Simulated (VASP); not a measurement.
# Al2Cu (P4/mmm) in VASP: further runs, part 2 of 2

VASP 6.6.1. The steps go on from the part before.

**4. Single point, r2SCAN (strain +0.030 along x and y, +0.015 along z)**

POSCAR

```
Al2Cu
1.0
    4.2106691299      0.0000000000      0.0000000000
    0.0000000000      4.2106691299      0.0000000000
    0.0000000000      0.0000000000      2.8940952748
Al Cu
2 1
Direct
    0.5000000000      0.0000000000      0.5000000000
    0.0000000000      0.5000000000      0.5000000000
    0.0000000000      0.0000000000      0.0000000000
```

INCAR.step1

```
SYSTEM = Al2Cu
ALGO = Normal
EDIFF = 1E-4
ENCUT = 520
GGA = PE
ISMEAR = 0
LASPH = .TRUE.
LCHARG = .FALSE.
LREAL = .FALSE.
LWAVE = .TRUE.
NBANDS = 16
NELM = 60
PREC = Accurate
SIGMA = 0.15
```

INCAR.step2

```
SYSTEM = Al2Cu
ALGO = Normal
EDIFF = 1E-7
ENCUT = 520
ISIF = 2
ISMEAR = 0
ISTART = 1
LASPH = .TRUE.
LCHARG = .TRUE.
LELF = .TRUE.
LMIXTAU = .TRUE.
LREAL = .FALSE.
LVHAR = .TRUE.
LWAVE = .FALSE.
METAGGA = R2SCAN
NBANDS = 16
NELM = 60
PREC = Accurate
SIGMA = 0.15
```

KPOINTS

```
k-points
0
G
  12 12 16
  0 0 0
```

Potentials or basis: VASP PAW PBE potentials, release 64 (Al, Cu).

Command:

```sh
$ cat potpaw_PBE.64/Al/POTCAR potpaw_PBE.64/Cu/POTCAR > POTCAR
$ cp INCAR.step1 INCAR
$ mpirun -np 1 vasp_std > vasp.out
$ cp INCAR.step2 INCAR
$ mpirun -np 1 vasp_std > vasp.out
```

OUTCAR:

```text
SYSTEM = Al2Cu
   EDIFF = 1E-7
   ENCUT = 520
   ISIF = 2
   ISMEAR = 0
   ISTART = 1
   LASPH = .TRUE.
   LREAL = .FALSE.
   METAGGA = R2SCAN
   NELM = 60
   PREC = Accurate

 ion  position               nearest neighbor table
   1  0.500  0.000  0.500-   3 2.55   3 2.55   3 2.55   3 2.55   2 2.98   2 2.98   2 2.98   2 2.98

   2  0.000  0.500  0.500-   3 2.55   3 2.55   3 2.55   3 2.55   1 2.98   1 2.98   1 2.98   1 2.98

   3  0.000  0.000  0.000-   1 2.55   2 2.55   1 2.55   2 2.55   2 2.55   2 2.55   1 2.55   1 2.55
[... 654 lines left out ...]

  FORCE on cell =-STRESS in cart. coord.  units (eV):
  Direction    XX          YY          ZZ          XY          YZ          ZX
  --------------------------------------------------------------------------------------
  -------------------------------------------------------------------------------------
  Total       -2.0602623     -2.0602623     -1.9359234      0.0000000      0.0000000      0.0000000
  in kB      -64.3306656    -64.3306656    -60.4482443      0.0000000      0.0000000      0.0000000
  external PRESSURE =     -63.0365251 kB  Pullay stress =       0.0000000 kB

 VOLUME and BASIS-vectors are now :
 -----------------------------------------------------------------------------
  energy-cutoff  :      520.00
  volume of cell :       51.31
      direct lattice vectors                 reciprocal lattice vectors
     4.210669130  0.000000000  0.000000000     0.237491945  0.000000000  0.000000000
     0.000000000  4.210669130  0.000000000     0.000000000  0.237491945  0.000000000
     0.000000000  0.000000000  2.894095275     0.000000000  0.000000000  0.345531126

 POSITION                                       TOTAL-FORCE (eV/Angst)
 -----------------------------------------------------------------------------------
      2.10533      0.00000      1.44705         0.000000      0.000000      0.000000
      0.00000      2.10533      1.44705         0.000000      0.000000      0.000000
      0.00000      0.00000      0.00000         0.000000      0.000000      0.000000
 -----------------------------------------------------------------------------------
    total drift:                               -0.000000     -0.000000      0.000000

  FREE ENERGIE OF THE ION-ELECTRON SYSTEM (eV)
  ---------------------------------------------------
  free  energy   TOTEN  =       -24.3432010648 eV

  energy  without entropy=      -24.3343775166  energy(sigma->0) =      -24.33878929
```

OUTCAR.step1:

```text
SYSTEM = Al2Cu
   EDIFF = 1E-4
   ENCUT = 520
   GGA = PE
   ISMEAR = 0
[... 685 lines left out ...]
      2.10533      0.00000      1.44705         0.000000      0.000000      0.000000
      0.00000      2.10533      1.44705         0.000000      0.000000      0.000000
      0.00000      0.00000      0.00000         0.000000      0.000000      0.000000
 -----------------------------------------------------------------------------------
    total drift:                               -0.000000     -0.000000      0.000000

  FREE ENERGIE OF THE ION-ELECTRON SYSTEM (eV)
  ---------------------------------------------------
  free  energy   TOTEN  =       -11.2762843902 eV

  energy  without entropy=      -11.2664624497  energy(sigma->0) =      -11.27137342
```

It took 12 min on 1 thread of Intel Xeon 8259CL, shared host; peak memory 0.33 GiB.

Results:

* Free energy: -24.3432 eV
* Pressure: -6.3 GPa
* Band gap on the k mesh: zero (an odd number of electrons rules out a gap without spin polarisation)

Levels at points of the mesh, in eV from the Fermi level:
```csv
k point,band 7,band 8,band 9,band 10,band 11,band 12
"(0.00, 0.00, 0.00)",-2.54,-2.54,-0.30,1.01,6.12,6.12
"(0.50, 0.00, 0.00)",-3.95,-1.23,1.50,1.75,1.79,8.11
"(0.50, 0.50, 0.00)",-3.98,-3.98,-2.43,8.78,8.78,9.69
"(0.00, 0.00, 0.50)",-2.94,2.33,2.61,2.61,2.86,2.86
"(0.50, 0.00, 0.50)",-3.05,-2.41,-1.63,3.85,4.06,4.42
"(0.50, 0.50, 0.50)",-2.35,-2.35,-0.74,-0.71,-0.01,-0.01
```

Caveat: the cell differs from its parent crystal (strain +0.030 along x and y, +0.015 along z); the cell stands under tension; the PAW data sets were made with another functional, which shifts forces and pressure a little.

**5. Single point, r2SCAN (strain +0.015 along x and y, -0.030 along z)**

POSCAR

```
Al2Cu
1.0
    4.1493487057      0.0000000000      0.0000000000
    0.0000000000      4.1493487057      0.0000000000
    0.0000000000      0.0000000000      2.7657856321
Al Cu
2 1
Direct
    0.5000000000      0.0000000000      0.5000000000
    0.0000000000      0.5000000000      0.5000000000
    0.0000000000      0.0000000000      0.0000000000
```

INCAR.step1

```
PREC = Accurate
ENCUT = 520
ISMEAR = 0
SIGMA = 0.15
LREAL = False
LASPH = True
NELM = 100
NBANDS = 16
GGA = PE
ALGO = Normal
EDIFF = 1E-4
LWAVE = True
LCHARG = False
```

INCAR.step2

```
PREC = Accurate
ENCUT = 520
EDIFF = 1E-6
ISMEAR = 0
SIGMA = 0.15
LREAL = False
LASPH = True
NELM = 100
ALGO = Normal
ISIF = 2
LWAVE = False
LCHARG = True
METAGGA = R2SCAN
LMIXTAU = True
LELF = True
LVHAR = True
NBANDS = 16
ISTART = 1
```

KPOINTS

```
regular mesh
0
Gamma
  12 12 16
```

Command:

```sh
$ cat potpaw_PBE.64/Al/POTCAR potpaw_PBE.64/Cu/POTCAR > POTCAR
$ cp INCAR.step1 INCAR
$ mpirun -np 1 vasp_std > vasp.out
$ cp INCAR.step2 INCAR
$ mpirun -np 1 vasp_std > vasp.out
```

It took 11 min on 1 thread of Intel Xeon 8259CL, shared host; peak memory 0.32 GiB.

The run converged. Its results:

| Quantity | Value |
| --- | --- |
| Free energy | -24.4012 eV |
| Pressure | 0.3 GPa |
| Band gap on the k mesh | zero (an odd number of electrons rules out a gap without spin polarisation) |

Stress tensor (GPa, compression positive):
```
-1.39  0.00  0.00
 0.00 -1.39  0.00
 0.00  0.00  3.58
```

Levels at points of the mesh, in eV from the Fermi level:
| k point | band 6 | band 7 | band 8 | band 9 | band 10 | band 11 | band 12 | band 13 |
| --- | --- | --- | --- | --- | --- | --- | --- | --- |
| (0.00, 0.00, 0.00) | -4.23 | -2.92 | -2.92 | -0.36 | 0.79 | 6.07 | 6.07 | 6.98 |
| (0.50, 0.00, 0.00) | -4.25 | -4.23 | -1.60 | 1.35 | 1.58 | 1.67 | 8.46 | 9.29 |
| (0.50, 0.50, 0.00) | -4.62 | -4.24 | -4.24 | -2.66 | 8.77 | 8.77 | 9.89 | 10.22 |
| (0.00, 0.00, 0.50) | -4.37 | -3.01 | 2.25 | 2.72 | 2.72 | 2.90 | 2.90 | 3.45 |
| (0.50, 0.00, 0.50) | -4.45 | -3.33 | -2.42 | -1.50 | 3.98 | 4.09 | 4.75 | 5.62 |
| (0.50, 0.50, 0.50) | -3.57 | -2.60 | -2.60 | -0.64 | -0.60 | 0.34 | 0.34 | 2.68 |

Caveat: the cell differs from its parent crystal (strain +0.015 along x and y, -0.030 along z); the PAW data sets were made with another functional, which shifts forces and pressure a little.

**6. Single point, r2SCAN (strain +0.000 along x and y, +0.015 along z)**

POSCAR

```
Al2Cu
1.0
    4.0880282815      0.0000000000      0.0000000000
    0.0000000000      4.0880282815      0.0000000000
    0.0000000000      0.0000000000      2.8940952748
Al Cu
2 1
Direct
    0.5000000000      0.0000000000      0.5000000000
    0.0000000000      0.5000000000      0.5000000000
    0.0000000000      0.0000000000      0.0000000000
```

INCAR.step1

```
SYSTEM = Al2Cu
ALGO = Normal ; EDIFF = 1E-4
ENCUT = 520 ; GGA = PE
ISMEAR = 0 ; LASPH = .TRUE.
LCHARG = .FALSE. ; LREAL = .FALSE.
LWAVE = .TRUE. ; NBANDS = 16
NELM = 100 ; PREC = Accurate
SIGMA = 0.15
```

INCAR.step2

```
SYSTEM = Al2Cu
ALGO = Normal ; EDIFF = 1E-7
ENCUT = 520 ; ISIF = 2
ISMEAR = 0 ; ISTART = 1
LASPH = .TRUE. ; LCHARG = .TRUE.
LELF = .TRUE. ; LMIXTAU = .TRUE.
LREAL = .FALSE. ; LVHAR = .TRUE.
LWAVE = .FALSE. ; METAGGA = R2SCAN
NBANDS = 16 ; NELM = 100
PREC = Accurate ; SIGMA = 0.15
```

KPOINTS

```
k-points
0
G
  12 12 16
  0 0 0
```

Potentials or basis: VASP PAW PBE potentials, release 64 (Al, Cu).

Command:

```sh
$ cat potpaw_PBE.64/Al/POTCAR potpaw_PBE.64/Cu/POTCAR > POTCAR
$ cp INCAR.step1 INCAR
$ mpirun -np 1 vasp_std > vasp.out
$ cp INCAR.step2 INCAR
$ mpirun -np 1 vasp_std > vasp.out
```

Run time: 17 min. Hardware: 1 thread of Intel Xeon 8259CL, shared host; peak memory 0.31 GiB.

It converged, with:

```yaml
Free_energy: -24.4118 eV
Pressure: -1.5 GPa
Band_gap_on_the_k_mesh: zero (an odd number of electrons rules out a gap without spin polarisation)
```

Stress tensor (GPa, compression positive):
```
-0.76  0.00  0.00
 0.00 -0.76  0.00
 0.00  0.00 -3.11
```

Levels at points of the mesh, in eV from the Fermi level:
```csv
k point,band 7,band 8,band 9,band 10,band 11,band 12
"(0.00, 0.00, 0.00)",-2.50,-2.50,0.18,1.11,6.34,6.80
"(0.50, 0.00, 0.00)",-4.16,-1.10,1.72,2.04,2.27,7.81
"(0.50, 0.50, 0.00)",-4.19,-4.19,-2.50,9.02,9.02,9.77
"(0.00, 0.00, 0.50)",-3.13,2.70,2.70,2.75,2.91,2.91
"(0.50, 0.00, 0.50)",-3.22,-2.58,-1.74,3.94,4.23,4.61
"(0.50, 0.50, 0.50)",-2.40,-2.40,-1.00,-0.85,0.11,0.11
```

Caveat: the cell differs from its parent crystal (strain +0.000 along x and y, +0.015 along z); the PAW data sets were made with another functional, which shifts forces and pressure a little.

**7. The runs side by side**

```tsv
cell	gap on the mesh (eV)	pressure (GPa)
a = 4.211, b = 4.211, c = 2.851 Å, 3 atoms	none	-5.2
a = 4.149, b = 4.149, c = 2.937 Å, 3 atoms	none	-5.4
a = 4.211, b = 4.211, c = 2.894 Å, 3 atoms	none	-6.3
a = 4.149, b = 4.149, c = 2.766 Å, 3 atoms	none	0.3
a = 4.088, b = 4.088, c = 2.894 Å, 3 atoms	none	-1.5
```

Alike in all rows: task single point; level r2SCAN; potentials or basis VASP PAW PBE potentials, release 64 (Al, Cu); no spin polarisation; k mesh 12 × 12 × 16; cutoff (eV) 520; smearing gaussian 0.15 eV.

Caveats: the PAW data sets were made with another functional, which shifts forces and pressure a little; the cell stands under tension (at least some runs).

Absolute energies hang on the potentials; compare differences alone.
